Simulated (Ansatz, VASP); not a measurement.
**Two plane-wave programs on RbYP**

```
CELL_PARAMETERS angstrom
4.59557 0.00000 0.00000
0.00000 5.18167 0.00000
0.00000 0.00000 6.82086
ATOMIC_POSITIONS crystal
Rb 0.50000 0.00000 0.50000
Y 0.00000 0.00000 0.00000
P 0.00000 0.50000 0.00000
```

Alike in both runs: task relaxation of cell and atoms; functional PBE; k mesh 10 × 10 × 8; occupations gaussian, width 0.1 eV; no spin polarisation.

|  | VASP | Ansatz |
| --- | --- | --- |
| version | VASP 6.6.1 | Ansatz 0.2.0 |
| potentials or method | VASP PAW PBE potentials, release 64 (Rb_sv, Y_sv, P), cutoff 600 eV | scalar-relativistic, plane waves, PAW |
| valence electrons in the cell | 25 | 25 |

VASP gave:

- gap on the k mesh at the Fermi level, each at its own relaxed structure (eV): none
- relaxed volume (Å³/atom): 54.38
- relaxed cell length with the largest relative difference (Å): 6.860

Task: Estimate Ansatz's values.

Result: gap on the k mesh at the Fermi level, each at its own relaxed structure (eV): none; relaxed volume (Å³/atom): 54.30; relaxed cell length with the largest relative difference (Å): 6.851.

A gap of «none» marks a metal or a gap that the smearing closes.
